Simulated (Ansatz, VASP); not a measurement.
## Two plane-wave programs on CuRu4

```
Cu Ru
1.0
     2.77223    0.00000    0.00000
    -1.38611    2.40082    0.00000
     0.00000    0.00000    8.91405
Cu Ru
1 4
Direct
  0.00000 0.00000 0.00000
  0.33333 0.66667 0.86586
  0.33333 0.66667 0.37680
  0.66667 0.33333 0.13414
  0.66667 0.33333 0.62320
```

Change from the starting cell: species swapped into the Co4H type (P-3m1, No. 164).

Alike in both runs: task relaxation of cell and atoms; functional PBE; k mesh 6 × 6 × 2; occupations gaussian, width 0.1 eV; no spin polarisation.

|  | VASP | Ansatz |
| --- | --- | --- |
| version | VASP 6.6.1 | Ansatz 0.2.0 |
| potentials or method | VASP PAW PBE potentials, release 64 (Cu, Ru_pv), cutoff 600 eV | scalar-relativistic, plane waves, PAW |
| valence electrons in the cell | 67 | 83 |

|  | VASP | Ansatz | Ansatz less VASP |
| --- | --- | --- | --- |
| gap on the k mesh at the Fermi level, each at its own relaxed structure (eV) | none | none | - |
| relaxed volume (Å³/atom) | 13.60 | 13.60 | -0.004 |
| relaxed cell length with the largest relative difference (Å) | 10.716 | 10.720 | +0.0033 |

A gap of «none» marks a metal or a gap that the smearing closes. VASP's potentials hold 67 valence electrons a cell and Ansatz's 83, so a difference there can come from the potentials and not from the codes.

The k mesh is coarse, so the values compare programs but aren't converged.
